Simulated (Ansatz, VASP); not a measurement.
# ZnRuC6N6 in VASP and in Ansatz

Contents of INCAR:

```
ALGO     = Normal         # electronic algorithm
EDIFF    = 1E-6           # SCF threshold, eV
EDIFFG   = -0.04          # ionic threshold
ENCUT    = 600            # plane-wave cutoff, eV
GGA      = PE             # functional
IBRION   = 2              # ionic algorithm
ISIF     = 3              # what is computed and relaxed
ISMEAR   = 0              # smearing method
ISPIN    = 2              # spin polarisation
KPAR     = 4            
LASPH    = T              # aspherical terms in the spheres
LCHARG   = F              # write CHGCAR
LMAXMIX  = 4              # l up to which the mixer works
LORBIT   = 11             # projections on sites
LREAL    = F              # projectors in reciprocal space
LWAVE    = F              # write WAVECAR
MAGMOM   = 0 1 0 0 0 0 0 0 0 0 0 0 0 0 # initial moments
NELM     = 150            # most SCF steps
NSW      = 90             # ionic steps
PREC     = Accurate       # precision mode
SIGMA    = 0.1            # smearing width, eV
```

KPOINTS

```
k-points
0
Gamma
  4 4 4
```

The input POSCAR:

```
ZnRuC6N6
1.0
    0.0000000000      5.0720000000      5.0720000000
    5.0720000000      0.0000000000      5.0720000000
    5.0720000000      5.0720000000      0.0000000000
Zn Ru C N
1 1 6 6
Direct
    0.0000000000      0.0000000000      0.0000000000
    0.5000000000      0.5000000000      0.5000000000
    0.8110212900      0.1889787100      0.1889787100
    0.1889787100      0.8110212900      0.1889787100
    0.1889787100      0.1889787100      0.8110212900
    0.1889787100      0.8110212900      0.8110212900
    0.8110212900      0.1889787100      0.8110212900
    0.8110212900      0.8110212900      0.1889787100
    0.6956821800      0.3043178200      0.3043178200
    0.3043178200      0.6956821800      0.3043178200
    0.3043178200      0.3043178200      0.6956821800
    0.3043178200      0.6956821800      0.6956821800
    0.6956821800      0.3043178200      0.6956821800
    0.6956821800      0.6956821800      0.3043178200
```

Input for Ansatz:

```yaml
crystal:
  lattice:
    - [0.0, 5.072, 5.072]
    - [5.072, 0.0, 5.072]
    - [5.072, 5.072, 0.0]
  atoms:
    - { symbol: Zn, position: [0.0, 0.0, 0.0] }
    - { symbol: Ru, position: [0.5, 0.5, 0.5], spin: 1.0 }
    - { symbol: C, position: [0.81102129, 0.18897871, 0.18897871] }
    - { symbol: C, position: [0.18897871, 0.81102129, 0.18897871] }
    - { symbol: C, position: [0.18897871, 0.18897871, 0.81102129] }
    - { symbol: C, position: [0.18897871, 0.81102129, 0.81102129] }
    - { symbol: C, position: [0.81102129, 0.18897871, 0.81102129] }
    - { symbol: C, position: [0.81102129, 0.81102129, 0.18897871] }
    - { symbol: "N", position: [0.69568218, 0.30431782, 0.30431782] }
    - { symbol: "N", position: [0.30431782, 0.69568218, 0.30431782] }
    - { symbol: "N", position: [0.30431782, 0.30431782, 0.69568218] }
    - { symbol: "N", position: [0.30431782, 0.69568218, 0.69568218] }
    - { symbol: "N", position: [0.69568218, 0.30431782, 0.69568218] }
    - { symbol: "N", position: [0.69568218, 0.69568218, 0.30431782] }
basis:
  ecutwfc: 420
kpoints:
  mp_grid: { grid: [4, 4, 4] }
hamiltonian:
  xc: pbe
scf:
  occupations: { method: gaussian, width: 0.1 }
  lower_state_search: "off"
output:
  forces: true
  stress: true
  eigenvalues: true
  populations: true
magnetization:
  spin_polarized: true
relax:
  adjacent_minimum: "off"
  f_tol: 0.04
  max_steps: 70
  cell: { stress_tol: 0.4 }
```

Alike in both runs: task relaxation of cell and atoms; functional PBE; k mesh 4 × 4 × 4; occupations gaussian, width 0.1 eV; collinear spin.

|  | VASP | Ansatz |
| --- | --- | --- |
| version | VASP 6.6.1 | Ansatz 0.2.0 |
| potentials or method | VASP PAW PBE potentials, release 64 (Zn, Ru_pv, C, N), cutoff 600 eV | scalar-relativistic, plane waves, PAW |
| valence electrons in the cell | 80 | 82 |

Ansatz gave:

* gap on the k mesh at the Fermi level, each at its own relaxed structure (eV): none
* net moment per atom (μB): 0.14
* size of the moment on the site where the two differ most (μB): 0.90
* relaxed volume (Å³/atom): 22.02
* relaxed cell length with the largest relative difference (Å): 7.582

Task: What did VASP give for the same quantities?

Result: gap on the k mesh at the Fermi level, each at its own relaxed structure (eV): none; net moment per atom (μB): 0.14; size of the moment on the site where the two differ most (μB): 1.20; relaxed volume (Å³/atom): 22.06; relaxed cell length with the largest relative difference (Å): 7.588.

Site moments also hang on the region over which each program counts them. A gap of «none» marks a metal or a gap that the smearing closes. VASP's potentials hold 80 valence electrons a cell and Ansatz's 82, so a difference there can come from the potentials and not from the codes.

Noted on VASP's run: the standard files for N, O and F lose accuracy on very short bonds; the volume moved by over 15 % at a fixed basis, so the end points are rough.
